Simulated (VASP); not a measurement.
# InSb3 (P1) in VASP: further runs

The runs below take InSb3 through single point, with PBE.

All numbers are computed with VASP 6.6.1; they aren't measurements. Logs are shortened: lines on timing, memory, paths and dates and some standing lists are left out, and cuts for length are marked.

## Step 1: The cell of the first run

The typed cell holds 4 atoms: a = 5.366 Å, b = 5.366 Å, c = 5.366 Å, α = 60.00°, β = 60.00°, γ = 60.00°.

## Step 2: Single point, PBE

Contents of INCAR:

```
PREC = Accurate
ENCUT = 520
EDIFF = 1E-7
ISMEAR = 0
SIGMA = 0.05
LREAL = F
LASPH = T
NELM = 100
ALGO = Normal
ISIF = 2
LWAVE = F
LCHARG = F
GGA = PE
NBANDS = 22
```

Contents of KPOINTS:

```
Automatic mesh
0
Gamma
  5 5 5
```

Contents of POSCAR:

```
InSb3
1.0
    0.0000000000      3.7945550000      3.7945550000
    3.7945550000      0.0000000000      3.7945550000
    3.7945550000      3.7945550000      0.0000000000
Sb In
3 1
Direct
    0.5054790000      0.5113180000      0.4848070000
    0.7513440000      0.7508040000      0.7319410000
    0.2428190000      0.2631560000      0.2466500000
   -0.0085640000     -0.0051780000      0.0091680000
```

Potentials or basis: VASP PAW PBE potentials, release 64 (Sb, In_d).

Launch:

```console
cat potpaw_PBE.64/Sb/POTCAR potpaw_PBE.64/In_d/POTCAR > POTCAR
mpirun -np 1 vasp_std > vasp.out
```

OUTCAR:

```text
PREC = Accurate
   ENCUT = 520
   EDIFF = 1E-7
   ISMEAR = 0
   LREAL = F
   LASPH = T
   NELM = 100
   ISIF = 2
   GGA = PE

 ion  position               nearest neighbor table
   1  0.505  0.511  0.485-   2 3.21   3 3.23   3 3.28   3 3.29   2 3.30   2 3.31   2 3.33   3 3.34
                             4 3.68   4 3.76   4 3.77   4 3.83   4 3.84
   2  0.751  0.751  0.732-   4 3.17   1 3.21   1 3.30   1 3.31   4 3.31   4 3.33   1 3.33   4 3.34
                             3 3.69   3 3.77   3 3.78
   3  0.243  0.263  0.247-   4 3.21   1 3.23   4 3.28   1 3.28   1 3.29   4 3.32   1 3.34   4 3.34
                             2 3.69   2 3.77   2 3.78
   4  0.991  0.995  0.009-   2 3.17   3 3.21   3 3.28   2 3.31   3 3.32   2 3.33   2 3.34   3 3.34
                             1 3.68   1 3.76   1 3.77   1 3.83   1 3.84

  LATTYP: Found a face centered cubic cell.
 ALAT       =     7.5891100000

  Lattice vectors:

 A1 = (   0.0000000000,   3.7945550000,   3.7945550000)
 A2 = (   3.7945550000,   0.0000000000,   3.7945550000)
 A3 = (   3.7945550000,   3.7945550000,   0.0000000000)

Analysis of symmetry for initial positions (statically):
=====================================================================
 Subroutine PRICEL returns:
 Original cell was already a primitive cell.

 Routine SETGRP: Setting up the symmetry group for a
 face centered cubic supercell.

 Subroutine GETGRP returns: Found  1 space group operations
 (whereof  1 operations were pure point group operations)
 out of a pool of 48 trial point group operations.

The static configuration has the point symmetry C_1 .

Analysis of symmetry for dynamics (positions and initial velocities):
=====================================================================
 Subroutine PRICEL returns:
 Original cell was already a primitive cell.

 Routine SETGRP: Setting up the symmetry group for a
 face centered cubic supercell.

 Subroutine GETGRP returns: Found  1 space group operations
 (whereof  1 operations were pure point group operations)
 out of a pool of 48 trial point group operations.

The dynamic configuration has the point symmetry C_1 .

 Subroutine INISYM returns: Found  1 space group operations
 (whereof  1 operations are pure point group operations),
 and found     1 'primitive' translations

----------------------------------------------------------------------------------------

                                     Primitive cell

  volume of cell :     109.2729

  direct lattice vectors                    reciprocal lattice vectors
     0.000000000  3.794555000  3.794555000    -0.131767757  0.131767757  0.131767757
     3.794555000  0.000000000  3.794555000     0.131767757 -0.131767757  0.131767757
     3.794555000  3.794555000  0.000000000     0.131767757  0.131767757 -0.131767757

  length of vectors
     5.366311144  5.366311144  5.366311144     0.228228449  0.228228449  0.228228449

  position of ions in fractional coordinates (direct lattice)
     0.505479000  0.511318000  0.484807000
     0.751344000  0.750804000  0.731941000
     0.242819000  0.263156000  0.246650000
     0.991436000  0.994822000  0.009168000

  ion indices of the primitive-cell ions
   primitive index   ion index
                 1           1
                 2           2
                 3           3
                 4           4

----------------------------------------------------------------------------------------

 KPOINTS: Automatic mesh

Automatic generation of k-mesh.
 Grid dimensions read from file:
 generate k-points for:    5    5    5

 Generating k-lattice:

  Cartesian coordinates                     Fractional coordinates (reciprocal lattice)
    -0.026353551  0.026353551  0.026353551     0.200000000  0.000000000  0.000000000
     0.026353551 -0.026353551  0.026353551     0.000000000  0.200000000  0.000000000
     0.026353551  0.026353551 -0.026353551     0.000000000  0.000000000  0.200000000

  Length of vectors
     0.045645690  0.045645690  0.045645690

  Shift w.r.t. Gamma in fractional coordinates (k-lattice)
     0.000000000  0.000000000  0.000000000

 Subroutine IBZKPT returns following result:
 ===========================================

 Found     63 irreducible k-points:

 Following reciprocal coordinates:
            Coordinates               Weight
  0.000000  0.000000  0.000000      1.000000
  0.200000  0.000000  0.000000      2.000000
  0.000000  0.200000  0.000000      2.000000
  0.000000  0.000000  0.200000      2.000000
  0.200000  0.200000  0.200000      2.000000
  0.400000  0.000000  0.000000      2.000000
[... 16 lines left out ...]
  0.200000  0.400000  0.400000      2.000000
  0.400000  0.000000  0.200000      2.000000
 [... further k-points ...]
   k-points           NKPTS =     63   k-points in BZ     NKDIM =     63   number of bands    NBANDS=     22
   number of dos      NEDOS =    301   number of ions     NIONS =      4
   total plane-waves  NPLWV =  64000
   dimension x,y,z NGX =    40 NGY =   40 NGZ =   40
   dimension x,y,z NGXF=    80 NGYF=   80 NGZF=   80
   ions per type =               3   1
   NGX,Y,Z   is equivalent  to a cutoff of  12.39, 12.39, 12.39 a.u.
   NGXF,Y,Z  is equivalent  to a cutoff of  24.78, 24.78, 24.78 a.u.
 SYSTEM =  unknown system
   PREC   = accura    normal or accurate (medium, high low for compatibility)
   ISTART =      0    job   : 0-new  1-cont  2-samecut
   ICHARG =      2    charge: 1-file 2-atom 10-const
   ISPIN  =      1    spin polarized calculation?
   LNONCOLLINEAR =      F non collinear calculations
   LSORBIT =      F    spin-orbit coupling
   LASPH  =      T    aspherical Exc in radial PAW
   ENCUT  =  520.0 eV  38.22 Ry    6.18 a.u.   9.98  9.98  9.98*2*pi/ulx,y,z
   NELM   =    100;   NELMIN=  2; NELMDL= -5     # of ELM steps
   EDIFF  = 0.1E-06   stopping-criterion for ELM
   LREAL  =      F    real-space projection
   EDIFFG = 0.1E-05   stopping-criterion for IOM
   NSW    =      0    number of steps for IOM
   IBRION =     -1    ionic relax: 0-MD 1-quasi-New 2-CG
   NFREE  =      0    steps in history (QN), initial steepest desc. (CG)
   ISIF   =      2    stress and relaxation
   ISYM   =      2    0-nonsym 1-usesym 2-fastsym
   POTIM  = 0.5000    time-step for ionic-motion
   TEBEG  =    0.0;   TEEND  =   0.0 temperature during run
   PSTRESS=    0.0 pullay stress
   NELECT =      28.0000    total number of electrons
   NUPDOWN=      -1.0000    fix difference up-down
   EMIN   =  10.00;   EMAX   =-10.00  energy-range for DOS
   EFERMI =   0.00;   METHOD = LEGACY
   ISMEAR =     0;   SIGMA  =   0.05  broadening in eV -4-tet -1-fermi 0-gaus
   EFERMI_NEDOS =   21; number of points for ismear=-14 and -15
   IALGO  =     38    algorithm
   IMIX   =      4    mixing-type and parameters
     AMIX     =   0.40;   BMIX     =  1.00
     AMIX_MAG =   1.60;   BMIX_MAG =  1.00
  volume/ion in A,a.u.               =      27.32       184.35
  Fermi-wavevector in a.u.,A,eV,Ry     =   1.039816  1.964968 14.710866  1.081218
  Thomas-Fermi vector in A             =   2.174364
   LORBIT       =      0    0 simple, 1 ext, 2 COOP (PROOUT), +10 PAW based schemes
   GGA     = PE    functional components
   LHFCALC =     F    Hartree Fock is set to
   AEXX    =    0.0000 exact exchange contribution
   IVDW    =     0    specifies the selected vdW correction
   LEPSILON=     F    determine dielectric tensor
   LRPA    =     F    only Hartree local field effects (RPA)
 non-spin polarized calculation
 Gauss-broadening in eV      SIGMA  =   0.05
  energy-cutoff  :      520.00
  volume of cell :      109.27
 maximum number of plane-waves:      2947
   NGX = 19   NGY = 19   NGZ = 19

 number of electron      28.0000002 magnetization

 Free energy of the ion-electron system (eV)
  ---------------------------------------------------
  ext. energy  EPLUGINS =         0.00000000
  ---------------------------------------------------
  free energy    TOTEN  =       -14.33987742 eV

  energy without entropy =      -14.33606290  energy(sigma->0) =      -14.33797016

 E-fermi :   7.6708     XC(G=0): -10.1359

 val. band max:        7.6620277019   @ k =  -0.4000   0.2000  -0.4000
 cond. band min:       7.7096830760   @ k =   0.0000   0.2000   0.0000
 fundamental gap:      0.0476553740
 Fermi energy:         7.6708372822

 k-point     1 :       0.0000    0.0000    0.0000
  band No.  band energies     occupation
      1      -6.4699      2.00000
      2      -6.4672      2.00000
      3      -6.4653      2.00000
      4      -6.4374      2.00000
      5      -6.4335      2.00000
      6      -4.2823      2.00000
[... 14 lines left out ...]
     21      14.6344      0.00000
     22      14.7050      0.00000

 k-point     2 :       0.2000    0.0000    0.0000
  band No.  band energies     occupation
      1      -6.4731      2.00000
      2      -6.4657      2.00000
      3      -6.4645      2.00000
      4      -6.4380      2.00000
      5      -6.4343      2.00000
      6      -3.9862      2.00000
[... 14 lines left out ...]
     21      12.6528      0.00000
     22      13.9258      0.00000

 k-point     3 :       0.0000    0.2000    0.0000
  band No.  band energies     occupation
      1      -6.4722      2.00000
      2      -6.4674      2.00000
      3      -6.4632      2.00000
      4      -6.4380      2.00000
      5      -6.4339      2.00000
      6      -3.9935      2.00000
[... 14 lines left out ...]
     21      12.6960      0.00000
     22      13.9186      0.00000

 k-point     4 :       0.0000    0.0000    0.2000
  band No.  band energies     occupation
      1      -6.4740      2.00000
      2      -6.4656      2.00000
      3      -6.4632      2.00000
      4      -6.4381      2.00000
      5      -6.4339      2.00000
      6      -3.9948      2.00000
[... 14 lines left out ...]
     21      12.6891      0.00000
     22      13.9230      0.00000

 k-point     5 :       0.2000    0.2000    0.2000
  band No.  band energies     occupation
      1      -6.4732      2.00000
      2      -6.4659      2.00000
      3      -6.4645      2.00000
      4      -6.4380      2.00000
      5      -6.4343      2.00000
      6      -3.9831      2.00000
[... 14 lines left out ...]
     21      12.6228      0.00000
     22      13.9450      0.00000

 k-point     6 :       0.4000    0.0000    0.0000
  band No.  band energies     occupation
      1      -6.4820      2.00000
      2      -6.4630      2.00000
      3      -6.4618      2.00000
      4      -6.4382      2.00000
      5      -6.4351      2.00000
      6      -3.1469      2.00000
[... 14 lines left out ...]
     21      13.0770      0.00000
     22      15.0314      0.00000

 k-point     7 :       0.0000    0.4000    0.0000
  band No.  band energies     occupation
      1      -6.4810      2.00000
      2      -6.4644      2.00000
      3      -6.4606      2.00000
      4      -6.4383      2.00000
      5      -6.4341      2.00000
      6      -3.1979      2.00000
[... 324 lines left out ...]
      6      -3.2092      2.00000
[... 14 lines left out ...]
     21      13.2996      0.00000
     22      13.3795      0.00000

 k-point    21 :       0.0000    0.2000    0.4000
  band No.  band energies     occupation
      1      -6.4825      2.00000
      2      -6.4633      2.00000
      3      -6.4580      2.00000
      4      -6.4394      2.00000
      5      -6.4366      2.00000
      6      -3.2409      2.00000
[... 14 lines left out ...]
     21      13.3042      0.00000
     22      13.3598      0.00000

 k-point    22 :      -0.2000    0.2000   -0.2000
  band No.  band energies     occupation
      1      -6.4809      2.00000
      2      -6.4629      2.00000
      3      -6.4599      2.00000
      4      -6.4426      2.00000
      5      -6.4330      2.00000
      6      -3.2469      2.00000
[... 14 lines left out ...]
     21      13.2261      0.00000
     22      13.3340      0.00000

 k-point    23 :       0.2000    0.4000    0.4000
  band No.  band energies     occupation
      1      -6.4832      2.00000
      2      -6.4616      2.00000
      3      -6.4597      2.00000
      4      -6.4396      2.00000
      5      -6.4366      2.00000
      6      -3.2145      2.00000
[... 14 lines left out ...]
     21      13.2168      0.00000
     22      13.3588      0.00000

 k-point    24 :       0.4000    0.0000    0.2000
  band No.  band energies     occupation
      1      -6.4791      2.00000
      2      -6.4659      2.00000
      3      -6.4593      2.00000
      4      -6.4426      2.00000
      5      -6.4336      2.00000
      6      -3.2168      2.00000
[... 14 lines left out ...]
     21      13.3095      0.00000
     22      13.3875      0.00000

 [... further k-points ...]

------------------------ aborting loop because EDIFF is reached ----------------------------------------

  FORCE on cell =-STRESS in cart. coord.  units (eV):
  Direction    XX          YY          ZZ          XY          YZ          ZX
  --------------------------------------------------------------------------------------
  -------------------------------------------------------------------------------------
  Total       -0.0390635      0.0299767      0.0059398      0.0088992     -0.0969245     -0.0194815
  in kB       -0.5727556      0.4395226      0.0870899      0.1304816     -1.4211230     -0.2856411
  external PRESSURE =      -0.0153810 kB  Pullay stress =       0.0000000 kB

 VOLUME and BASIS-vectors are now :
 -----------------------------------------------------------------------------
  energy-cutoff  :      520.00
  volume of cell :      109.27
      direct lattice vectors                 reciprocal lattice vectors
     0.000000000  3.794555000  3.794555000    -0.131767757  0.131767757  0.131767757
     3.794555000  0.000000000  3.794555000     0.131767757 -0.131767757  0.131767757
     3.794555000  3.794555000  0.000000000     0.131767757  0.131767757 -0.131767757

 POSITION                                       TOTAL-FORCE (eV/Angst)
 -----------------------------------------------------------------------------------
      3.77985      3.75769      3.85829         0.030671      0.006918     -0.199980
      5.62636      5.62841      5.69998         0.201170      0.131714     -0.022407
      1.93449      1.85732      1.91995        -0.144103      0.025081     -0.061619
      3.80970      3.79685      7.53697        -0.087738     -0.163714      0.284005
 -----------------------------------------------------------------------------------
    total drift:                               -0.000262      0.000101     -0.000097

  FREE ENERGIE OF THE ION-ELECTRON SYSTEM (eV)
  ---------------------------------------------------
  free  energy   TOTEN  =       -14.3398774197 eV

  energy  without entropy=      -14.3360629044  energy(sigma->0) =      -14.33797016
```

Run time: 1.9 min. Hardware: 1 thread of Intel Xeon Platinum 8375C at 2.90GHz (Ice Lake), shared host; peak memory 0.32 GiB.

Results:

| Property | Result |
| --- | --- |
| Free energy | -14.3399 eV |
| Pressure | 0.0 GPa |
| Largest force | 0.339 eV/Å |
| Band gap on the k mesh | zero (band 14 reaches 8.38 eV, above the bottom of band 15 at 5.78 eV) |

Forces on the atoms (eV/Å):
```
Sb   0.031  0.007 -0.200
Sb   0.201  0.132 -0.022
Sb  -0.144  0.025 -0.062
In  -0.088 -0.164  0.284
```

Stress tensor (GPa, compression positive):
```
-0.06  0.01 -0.03
 0.01  0.04 -0.14
-0.03 -0.14  0.01
```

Levels at points of the mesh, in eV from the Fermi level:
```csv
k point,band 10,band 11,band 12,band 13,band 14,band 15,band 16,band 17,band 18,band 19
"(0.00, 0.00, 0.00)",-2.26,-2.18,-2.14,-2.02,-2.00,-1.89,-0.54,-0.36,-0.16,3.77
```

Caveat: spin-orbit coupling is left out, which moves the levels of the heavy elements.

## Step 3: Single point, PBE

Contents of INCAR:

```
SYSTEM = InSb3
  PREC = Accurate
  ENCUT = 520
  EDIFF = 1E-7
  ISMEAR = 0
  SIGMA = 0.025
  LREAL = .FALSE.
  LASPH = .TRUE.
  NELM = 100
  ALGO = Normal
  ISIF = 2
  LWAVE = .FALSE.
  LCHARG = .FALSE.
  GGA = PE
  NBANDS = 22
```

Contents of KPOINTS:

```
regular mesh
0
G
  5 5 5
  0 0 0
```

POSCAR is that of step 2.

Potentials or basis: VASP PAW PBE potentials, release 64 (Sb, In_d).

Launch:

```console
cat potpaw_PBE.64/Sb/POTCAR potpaw_PBE.64/In_d/POTCAR > POTCAR
mpirun -np 1 vasp_std > vasp.out
```

Wall time 1.7 min (1 thread of Intel Xeon Platinum 8375C at 2.90GHz (Ice Lake), shared host); peak memory 0.32 GiB.

It converged, with:

* Free energy: -14.3383 eV
* Pressure: 0.0 GPa
* Largest force: 0.341 eV/Å
* Band gap on the k mesh: zero (band 14 reaches 8.38 eV, above the bottom of band 15 at 5.78 eV)

Forces on the atoms (eV/Å):
```
Sb   0.031  0.003 -0.204
Sb   0.192  0.137 -0.022
Sb  -0.135  0.025 -0.058
In  -0.088 -0.164  0.285
```

Stress tensor (GPa, compression positive):
```
-0.08  0.01 -0.03
 0.01  0.06 -0.16
-0.03 -0.16  0.02
```

Levels at points of the mesh, in eV from the Fermi level:
| k point | band 11 | band 12 | band 13 | band 14 | band 15 | band 16 | band 17 | band 18 |
| --- | --- | --- | --- | --- | --- | --- | --- | --- |
| (0.00, 0.00, 0.00) | -2.18 | -2.13 | -2.02 | -1.99 | -1.89 | -0.54 | -0.36 | -0.16 |

Caveat: spin-orbit coupling is left out, which moves the levels of the heavy elements.

## Step 4: Single point, PBE

Contents of INCAR:

```
  ALGO = Normal
  EDIFF = 1E-7
  ENCUT = 520
  GGA = PE
  ISIF = 2
  ISMEAR = 0
  LASPH = True
  LCHARG = False
  LREAL = False
  LWAVE = False
  NBANDS = 22
  NELM = 60
  PREC = Accurate
  SIGMA = 0.01
```

Contents of KPOINTS:

```
k-points
0
Gamma
  5 5 5
```

POSCAR is that of step 3.

Launch:

```console
cat potpaw_PBE.64/Sb/POTCAR potpaw_PBE.64/In_d/POTCAR > POTCAR
mpirun -np 1 vasp_std > vasp.out
```

Wall time 1.8 min (1 thread of Intel Xeon Platinum 8375C at 2.90GHz (Ice Lake), shared host); peak memory 0.32 GiB.

Results (log left out):

| Property | Result |
| --- | --- |
| Free energy | -14.3376 eV |
| Pressure | 0.0 GPa |
| Largest force | 0.341 eV/Å |
| Band gap on the k mesh | zero (band 14 reaches 8.38 eV, above the bottom of band 15 at 5.78 eV) |

Forces in eV/Å, atoms in the order of the input:
```
Sb   0.031  0.003 -0.205
Sb   0.191  0.137 -0.022
Sb  -0.134  0.024 -0.058
In  -0.088 -0.164  0.285
```

Stress tensor (GPa, compression positive):
```
-0.09  0.01 -0.02
 0.01  0.08 -0.18
-0.02 -0.18  0.02
```

Levels at points of the mesh, in eV from the Fermi level:
```tsv
k point	band 11	band 12	band 13	band 14	band 15	band 16	band 17	band 18
(0.00, 0.00, 0.00)	-2.17	-2.13	-2.01	-1.99	-1.88	-0.53	-0.35	-0.15
```

Caveat: spin-orbit coupling is left out, which moves the levels of the heavy elements.

## Step 5: Single point, PBE

Contents of INCAR:

```
SYSTEM = InSb3
PREC = Accurate
ENCUT = 520
EDIFF = 1E-6
ISMEAR = 0
SIGMA = 0.005
LREAL = .False.
LASPH = .True.
NELM = 100
ALGO = Normal
ISIF = 2
LWAVE = .False.
LCHARG = .True.
GGA = PE
LELF = .True.
LVHAR = .True.
NBANDS = 22
```

Contents of KPOINTS:

```
regular mesh
0
Gamma
  5 5 5
  0 0 0
```

POSCAR is that of step 4.

Launch:

```console
cat potpaw_PBE.64/Sb/POTCAR potpaw_PBE.64/In_d/POTCAR > POTCAR
mpirun -np 1 vasp_std > vasp.out
```

Wall time 96 s (1 thread of Intel Xeon Platinum 8375C at 2.90GHz (Ice Lake), shared host); peak memory 0.32 GiB.

The run converged. Its results:

| Quantity | Value |
| --- | --- |
| Free energy | -14.3373 eV |
| Pressure | 0.0 GPa |
| Largest force | 0.341 eV/Å |
| Band gap on the k mesh | zero (band 14 reaches 8.38 eV, above the bottom of band 15 at 5.78 eV) |

Forces in eV/Å, atoms in the order of the input:
```
Sb   0.030  0.003 -0.205
Sb   0.191  0.137 -0.023
Sb  -0.134  0.024 -0.058
In  -0.088 -0.164  0.285
```

Stress tensor (GPa, compression positive):
```
-0.10  0.02 -0.01
 0.02  0.10 -0.19
-0.01 -0.19  0.01
```

Levels at points of the mesh, in eV from the Fermi level:
```csv
k point,band 12,band 13,band 14,band 15,band 16,band 17
"(0.00, 0.00, 0.00)",-2.13,-2.01,-1.99,-1.88,-0.53,-0.35
```

Caveat: spin-orbit coupling is left out, which moves the levels of the heavy elements.

## Step 6: Overview

```tsv
smearing	gap on the mesh (eV)	pressure (GPa)	largest force (eV/Å)
gaussian 0.05 eV	none	0.0	0.34
gaussian 0.025 eV	none	0.0	0.34
gaussian 0.01 eV	none	0.0	0.34
gaussian 0.005 eV	none	0.0	0.34
```

Alike in all rows: task single point; level PBE; potentials or basis VASP PAW PBE potentials, release 64 (Sb, In_d); no spin polarisation; cell as given; k mesh 5 × 5 × 5; cutoff (eV) 520.

Every run on the cell as given and a fine mesh finds a metal.

Caveats: spin-orbit coupling is left out, which moves the levels of the heavy elements.

Total energies depend on the potentials used, so only differences within one code and one set of settings carry meaning.
